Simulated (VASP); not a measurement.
Write the native input for VASP 6.6.1 that does the following.

- Task: single point
- Functional: PBEsol
- Potentials or basis: VASP PAW PBE potentials, release 64 (Al, Co)
- Cutoff: 520 eV
- k mesh: 14 × 14 × 14
- Occupations: gaussian, width 0.15 eV
- Spin: collinear spin, ferromagnetic start
- Starting moments: [0.0, 1.45, 1.45, 1.45] μB
- Dipole correction: no
- Further INCAR settings: ALGO = Fast; EDIFF = 1e-07; NBANDS = 27

The structure of AlCo3 lies in POSCAR:

```
AlCo3
1.0
    3.2469725350      0.0000000000      0.0000000000
    0.0000000000      3.2469725350      0.0000000000
    0.0000000000      0.0000000000      3.8116634106
Al Co
1 3
Direct
    0.0000000000      0.0000000000      0.0000000000
    0.5000000000      0.5000000000      0.0000000000
    0.5000000000      0.0000000000      0.5000000000
    0.0000000000      0.5000000000      0.5000000000
```

This cell differs from its parent crystal: strain -0.080 along x and y, +0.080 along z.

These files were run (other wordings do the same):

INCAR

```
  PREC = Accurate
  ENCUT = 520
  EDIFF = 1E-7
  ISMEAR = 0
  SIGMA = 0.15
  LREAL = False
  LASPH = True
  NELM = 150
  ALGO = Fast
  ISIF = 2
  LWAVE = False
  LCHARG = False
  ISPIN = 2
  MAGMOM = 0 1.45 1.45 1.45
  LORBIT = 11
  LMAXMIX = 4
  GGA = PS
  NBANDS = 27
```

KPOINTS

```
Automatic mesh
0
Gamma
  14 14 14
```

Potentials or basis: VASP PAW PBE potentials, release 64 (Al, Co).

Launch:

```console
$ cat potpaw_PBE.64/Al/POTCAR potpaw_PBE.64/Co/POTCAR > POTCAR
$ mpirun -np 1 vasp_std > vasp.out
```

Results of the run:

- Pressure: 22.1 GPa
- Net moment: 3.13 μB per cell
- Site moments: Al -0.03; Co +0.65, +1.26 (each value once) μB
- Valence electrons inside the program's atomic spheres: Al 0.90; Co 8.65, 8.54 (each value once)

Caveat: the cell differs from its parent crystal (strain -0.080 along x and y, +0.080 along z); the cell stands under pressure; the PAW data sets were made with another functional, which shifts forces and pressure a little.

Run time: 19 min on 1 thread of Oxide Virtual Turin-like Processor, with other jobs on the host, peak memory 0.47 GiB.
